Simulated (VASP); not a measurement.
Input of a VASP 6.6.1 run:

INCAR

```
  ALGO = Fast
  EDIFF = 1E-7
  ENCUT = 520
  GGA = PS
  ISIF = 2
  ISMEAR = 0
  LASPH = T
  LCHARG = F
  LREAL = F
  LWAVE = F
  NBANDS = 21
  NELM = 100
  PREC = Accurate
  SIGMA = 0.15
```

File KPOINTS:

```
k-points
0
Gamma
  22 22 16
```

POSCAR

```
W
1.0
    0.0000000000     -1.9989957669     -1.9989957669
    0.0000000000      1.9989957669     -1.9989957669
    3.9979915338      0.0000000000      0.0000000000
W
2
Direct
    0.5000000000      0.5000000000      0.4249623223
    0.0000000000      0.0000000000      0.0750376777
```

Potentials or basis: VASP PAW PBE potentials, release 64 (W_sv).

Command:

```console
$ cat potpaw_PBE.64/W_sv/POTCAR > POTCAR
$ mpirun -np 1 vasp_std > vasp.out
```

Problem. Predict the largest force.

Solution. 6.937 eV/Å.

Problem. Predict the band gap on the k mesh.

Solution. Zero (bands 14 and 15 overlap by 4.40 eV).

Forces on the atoms (eV/Å):
```
W    6.937  0.000  0.000
W   -6.937  0.000  0.000
```

Caveat: the cell differs from its parent crystal (atoms displaced along a vibrational mode); the PAW data sets were made with another functional, which shifts forces and pressure a little; spin-orbit coupling is left out, which moves the levels of the heavy elements.
